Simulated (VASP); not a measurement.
Input of a VASP 6.6.1 run:

The input INCAR:

```
PREC     = Accurate       # precision mode
ENCUT    = 600            # plane-wave cutoff, eV
EDIFF    = 1E-6           # SCF threshold, eV
ISMEAR   = 0              # smearing method
SIGMA    = 0.1            # smearing width, eV
LREAL    = False          # projectors in reciprocal space
LASPH    = True           # aspherical terms in the spheres
NELM     = 120            # most SCF steps
ALGO     = Normal         # electronic algorithm
ISIF     = 2              # what is computed and relaxed
LWAVE    = False          # write WAVECAR
LCHARG   = False          # write CHGCAR
GGA      = PE             # functional
NBANDS   = 91             # bands
GGA_COMPAT= False
```

File KPOINTS:

```
regular mesh
0
Gamma
  5 5 5
```

The input POSCAR:

```
Ir8O13
1.0
    0.0737980000      0.0026600000      6.0966730000
    4.5089020000      4.4967890000      0.0544470000
   -4.4436900000      4.4315760000     -0.0506590000
Ir O
8 13
Direct
    0.0186313614      0.9955718265      0.0199790232
    0.4684495717      0.0431967972      0.0239617980
    0.0117196830      0.4980014073      0.5039692003
    0.4775425256      0.4953946029      0.4735475059
    0.2940782459      0.4671452592      0.0516616710
    0.7507776335      0.5046221670      0.9994146904
    0.2431045267      0.0002012085      0.4207645454
    0.7437015475      0.9990262439      0.5073404783
    0.0174021658      0.3035431278      0.0240831123
    0.0044362237      0.8056786934      0.4860648827
    0.4893865180      0.8039307119      0.4697867255
    0.7497067241      0.4973359830      0.3040017543
    0.2452118976      0.0070861692      0.8154925648
    0.7398084521      0.0104026729      0.8219121355
    0.0270562832      0.6856173047      0.0281349894
    0.5004725699      0.6875171541      0.0056543384
    0.9987267093      0.1934581933      0.4909133552
    0.4840682242      0.1903319942      0.4844377869
    0.2580757164      0.4967396684      0.6932890569
    0.7429993911      0.4954820859      0.6908535367
    0.7432921893      0.0133716461      0.2001423261
```

Potentials or basis: VASP PAW PBE potentials, release 64 (Ir, O).

Run with:

```console
$ cat potpaw_PBE.64/Ir/POTCAR potpaw_PBE.64/O/POTCAR > POTCAR
$ mpirun -np 1 vasp_std > vasp.out
```

Question: What does it give for the band gap on the k mesh?

Answer: Zero (bands 75 and 76 overlap by 0.15 eV).

Question: What does it give for the largest force?

Answer: 0.528 eV/Å.

Question: What does it give for the pressure?

Answer: 2.3 GPa.

Forces on the atoms (eV/Å):
```
Ir  -0.050  0.060 -0.478
Ir  -0.105 -0.011  0.518
Ir   0.089 -0.002 -0.030
Ir   0.015  0.056 -0.111
Ir   0.001 -0.145 -0.075
Ir  -0.065 -0.135  0.242
Ir  -0.056  0.004 -0.031
Ir  -0.102  0.013 -0.036
O   -0.144 -0.064 -0.082
O   -0.039 -0.035 -0.029
O    0.060  0.012  0.063
O    0.107 -0.103  0.067
O    0.303 -0.286 -0.018
O   -0.026 -0.059 -0.017
O    0.076 -0.041 -0.050
O    0.284  0.412 -0.034
O   -0.041 -0.072  0.000
O    0.015  0.018  0.048
O   -0.324  0.220  0.056
O    0.030 -0.002  0.005
O   -0.028  0.158 -0.009
```

Caveat: the cell differs from its parent crystal (atoms taken out); spin-orbit coupling is left out, which moves the levels of the heavy elements.
